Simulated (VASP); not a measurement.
Set up this calculation in VASP 6.6.1, as the native input.

| Property | Result |
| --- | --- |
| Task | single point |
| Functional | B3LYP |
| Potentials or basis | VASP PAW PBE potentials, release 64 (Sb_d_GW, Ga_d) |
| Cutoff | 400 eV |
| k mesh | 4 × 4 × 4 |
| Occupations | fermi-dirac, width 0.05 eV |
| Spin | no spin polarisation |
| Dipole correction | no |
| Grid for exact exchange (PRECFOCK) | Normal |
| Further INCAR settings | ALGO = Normal; EDIFF = 1e-06; NBANDS = 21 |
| Share of exact exchange | 0.2 |

Crystal: GaSb.

```
Sb Ga
1.0
     0.00000    3.09925    3.09925
     3.09925    0.00000    3.09925
     3.09925    3.09925    0.00000
Sb Ga
1 1
Cartesian
  4.6489 4.6489 4.6489
  0.0000 0.0000 0.0000
```

These files were run (other wordings do the same):

POSCAR

```
GaSb
1.0
    0.0000000000      3.0992546163      3.0992546163
    3.0992546163      0.0000000000      3.0992546163
    3.0992546163      3.0992546163      0.0000000000
Sb Ga
1 1
Direct
    0.7500000000      0.7500000000      0.7500000000
    0.0000000000      0.0000000000      0.0000000000
```

INCAR.step1

```
ALGO = Normal
EDIFF = 1E-5
ENCUT = 400
GGA = PE
GGA_COMPAT = F
ISIF = 2
ISMEAR = -1
LASPH = T
LCHARG = F
LREAL = F
LWAVE = T
NBANDS = 21
NELM = 120
PREC = Accurate
SIGMA = 0.05
```

INCAR.step2

```
AEXX = 0.2
AGGAC = 0.81
AGGAX = 0.72
ALDAC = 0.19
ALGO = Normal
EDIFF = 1E-6
ENCUT = 400
GGA = B3
GGA_COMPAT = F
ISIF = 2
ISMEAR = -1
ISTART = 1
LASPH = T
LCHARG = F
LHFCALC = T
LREAL = F
LWAVE = F
NBANDS = 21
NELM = 120
PREC = Accurate
PRECFOCK = Normal
SIGMA = 0.05
```

KPOINTS

```
k-points
0
Gamma
  4 4 4
```

Potentials or basis: VASP PAW PBE potentials, release 64 (Sb_d_GW, Ga_d).

Command:

```bash
$ cat potpaw_PBE.64/Sb_d_GW/POTCAR potpaw_PBE.64/Ga_d/POTCAR > POTCAR
$ cp INCAR.step1 INCAR
$ mpirun -np 1 vasp_std > vasp.out
$ cp INCAR.step2 INCAR
$ mpirun -np 1 vasp_std > vasp.out
```

Results of the run:

```json
{
 "Pressure": "0.8 GPa",
 "Band gap on the k mesh": "0.74 eV"
}
```

Caveat: the k points lie up to 0.44 Å⁻¹ apart; the PAW data sets were made with another functional, which shifts forces and pressure a little; spin-orbit coupling is left out, which moves the levels of the heavy elements.

Wall time 15 min on 1 thread of Intel(R) Xeon(R) Platinum 8259CL CPU @ 2.50GHz (Skylake/Cascade Lake), on a shared host, peak memory 0.2 GiB.
